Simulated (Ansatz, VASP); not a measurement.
# LiHfO2: VASP beside Ansatz

INCAR

```
SYSTEM = LiHfO2
PREC     = Accurate       ! precision mode
ENCUT    = 750            ! plane-wave cutoff, eV
EDIFF    = 1E-6           ! SCF threshold, eV
ISMEAR   = 0              ! smearing method
SIGMA    = 0.1            ! smearing width, eV
LREAL    = .FALSE.        ! projectors in reciprocal space
LASPH    = .TRUE.         ! aspherical terms in the spheres
NELM     = 120            ! most SCF steps
ALGO     = Normal         ! electronic algorithm
ISIF     = 2              ! what is computed and relaxed
LWAVE    = .FALSE.        ! write WAVECAR
LCHARG   = .TRUE.         ! write CHGCAR
GGA      = PE             ! functional
LELF     = .TRUE.         ! ELF
LVHAR    = .TRUE.       
NBANDS   = 20             ! bands
GGA_COMPAT= .FALSE.
```

Contents of KPOINTS:

```
Automatic mesh
0
G
  14 14 12
  0 0 0
```

The input POSCAR:

```
LiHfO2
1.0
    3.1289096671      0.0000000000      0.0000000000
    0.0000000000      3.1289096671      0.0000000000
    0.0000000000      0.0000000000      4.2183197686
Li Hf O
1 1 2
Direct
    0.0000000000      0.0000000000      0.0000000000
    0.5000000000      0.5000000000      0.5000000000
    0.0000000000      0.0000000000      0.5000000000
    0.5000000000      0.5000000000      0.0000000000
```

Input for Ansatz:

```yaml
crystal:
  lattice:
    - [3.1289096671, 0.0, 0.0]
    - [0.0, 3.1289096671, 0.0]
    - [0.0, 0.0, 4.2183197686]
  atoms:
    - { symbol: Li, position: [0.0, 0.0, 0.0] }
    - { symbol: Hf, position: [0.5, 0.5, 0.5] }
    - { symbol: O, position: [0.0, 0.0, 0.5] }
    - { symbol: O, position: [0.5, 0.5, 0.0] }
kpoints:
  mp_grid: { grid: [14, 14, 12] }
hamiltonian:
  xc: pbe
scf:
  occupations: { method: gaussian, width: 0.1 }
output:
  forces: true
  eigenvalues: true
  stress: true
```

Alike in both runs: task single point; functional PBE; k mesh 14 × 14 × 12; occupations gaussian, width 0.1 eV; no spin polarisation.

```csv
,VASP,Ansatz
version,VASP 6.6.1,Ansatz 0.2.0
potentials or method,"VASP PAW PBE potentials, release 64 (Li_sv, Hf_pv, O)","scalar-relativistic, plane waves, PAW"
plane-wave cutoff (eV),750,420
valence electrons in the cell,25,41
```

```tsv
	VASP	Ansatz	Ansatz less VASP
gap on the k mesh at the Fermi level (eV)	none	none	-
pressure (GPa)	-2.3	0.0	+2.32
traceless stress, the component that is largest in VASP (GPa)	-0.17	0.04	+0.203
```

A gap of «none» marks a metal or a gap that the smearing closes. The functional is the same, so the differences come from potentials, cutoffs and numerics. VASP's potentials hold 25 valence electrons a cell and Ansatz's 41, so a difference there can come from the potentials and not from the codes.

Neither program's run includes spin-orbit coupling.
